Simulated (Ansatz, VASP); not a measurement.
# Two plane-wave programs on Sc

```
Sc
1.0
     3.20953    0.00000    0.00000
    -1.60477    2.77954    0.00000
     0.00000    0.00000    5.42604
Sc
2
Direct
  0.33333 0.66667 0.25000
  0.66667 0.33333 0.75000
```

Change from the starting cell: strain -0.030 along x and y, +0.030 along z, atoms carried along.

Alike in both runs: task single point; functional LDA; k mesh 18 × 18 × 10; occupations gaussian, width 0.15 eV; no spin polarisation.

```csv
,VASP,Ansatz
version,VASP 6.6.1,Ansatz 0.2.0
potentials or method,"VASP PAW LDA potentials, release 64 (Sc_sv), cutoff 520 eV","scalar-relativistic, plane waves, PAW"
valence electrons in the cell,22,22
```

|  | VASP | Ansatz | Ansatz less VASP |
| --- | --- | --- | --- |
| gap on the k mesh at the Fermi level (eV) | none | none | - |
| pressure (GPa) | -3.6 | -3.6 | -0.06 |
| traceless stress, the component that is largest in VASP (GPa) | -3.71 | -3.70 | +0.005 |

LDA's correlation is that of Perdew and Zunger in VASP and of Perdew and Wang (1992) in Ansatz. A gap of «none» marks a metal or a gap that the smearing closes.
